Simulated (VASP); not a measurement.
Write the native input for VASP 6.6.1 that does the following.

```
Task                   : single point
Functional             : PBE
Potentials or basis    : VASP PAW PBE potentials, release 64 (Rb_sv, Al)
Cutoff                 : 520 eV
k mesh                 : 10 × 10 × 1
Occupations            : gaussian, width 0.1 eV
Spin                   : no spin polarisation
Dipole correction      : yes
Further INCAR settings : ALGO = Fast; EDIFF = 1e-06; NBANDS = 13
```

The structure of RbAl lies in POSCAR:

```
RbAl
1.0
    5.2992890000      0.0000000000      0.0000000000
    0.0000000000      5.2992890000      0.0000000000
    0.0000000000      0.0000000000     23.8000000000
Rb Al
1 1
Direct
    0.0000000000      0.0000000000      0.2941176471
    0.5000000000      0.5000000000      0.2941176471
```

The cell was built from a structure type or drawn by symmetry, and may not be a known phase.

These files were run (other wordings do the same):

INCAR

```
SYSTEM = RbAl
PREC = Accurate
ENCUT = 520
EDIFF = 1E-6
ISMEAR = 0
SIGMA = 0.1
LREAL = .FALSE.
LASPH = .TRUE.
NELM = 100
ALGO = Fast
ISIF = 2
LWAVE = .FALSE.
LCHARG = .FALSE.
LDIPOL = .TRUE.
IDIPOL = 3
DIPOL = 0.5 0.5 0.294
GGA = PE
NBANDS = 13
```

KPOINTS

```
regular mesh
0
G
  10 10 1
  0 0 0
```

Potentials or basis: VASP PAW PBE potentials, release 64 (Rb_sv, Al).

Launch:

```console
$ cat potpaw_PBE.64/Rb_sv/POTCAR potpaw_PBE.64/Al/POTCAR > POTCAR
$ mpirun -np 1 vasp_std > vasp.out
```

It gave:

| Quantity | Value |
| --- | --- |
| Band gap on the k mesh | zero (bands 6 and 7 overlap by 0.10 eV) |

Run time: 3.4 min on 1 thread of Intel(R) Xeon(R) 6975P-C (Granite Rapids) (shared host), peak memory 0.67 GiB.
